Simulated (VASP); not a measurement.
Here is a VASP 6.6.1 calculation.

INCAR

```
ALGO = Normal
EDIFF = 1E-6
ENCUT = 520
GGA = PE
ISIF = 2
ISMEAR = 0
LASPH = True
LCHARG = False
LREAL = False
LWAVE = False
NBANDS = 20
NELM = 100
PREC = Accurate
SIGMA = 0.1
```

The input KPOINTS:

```
k-points
0
Gamma
  4 2 2
```

File POSCAR:

```
MgH2
1.0
    0.0095526807      0.0120587190      5.4034517739
    6.7941235150     -0.0208985816      0.0121160738
   -0.0205350907      6.7892683235      0.0147168208
Mg H
4 8
Direct
    0.7510804993      0.3476002059      0.0028188638
    0.2506301354      0.6525346370     -0.0030421759
    0.0006878172      0.0002729789      0.3473865229
    0.5002672802      0.0005811811      0.6525945542
    0.5028668037      0.5054790890      0.0951442016
    0.0050484219      0.4938573890      0.9055208087
    0.8713096655      0.1960296762      0.1995552250
    0.6200058725      0.1962576785      0.8083380235
    0.1182064394      0.8036132857      0.1919975554
    0.3722046210      0.8037444458      0.8003065824
    0.7537226541      0.9058647489      0.5028453729
    0.2539697898      0.0941646841      0.4965344653
```

Potentials or basis: VASP PAW PBE potentials, release 64 (Mg, H).

Run with:

```sh
$ cat potpaw_PBE.64/Mg/POTCAR potpaw_PBE.64/H/POTCAR > POTCAR
$ mpirun -np 1 vasp_std > vasp.out
```

Question: What does it give for the largest force?

Answer: 0.028 eV/Å.

Question: Predict the band gap on the k mesh.

Answer: 5.12 eV, indirect (least direct gap 5.24 eV).

Forces in eV/Å, atoms in the order of the input:
```
Mg   0.015 -0.010 -0.009
Mg  -0.020  0.012 -0.016
Mg  -0.002  0.026 -0.001
Mg   0.013  0.001 -0.005
H   -0.001  0.009  0.019
H   -0.002 -0.011 -0.002
H    0.019 -0.005 -0.004
H   -0.009 -0.008  0.000
H   -0.006 -0.010  0.014
H   -0.004 -0.001 -0.003
H   -0.012  0.001  0.012
H    0.009 -0.004 -0.006
```

Caveat: the k points lie up to 0.46 Å⁻¹ apart. A k mesh can miss the band edges.
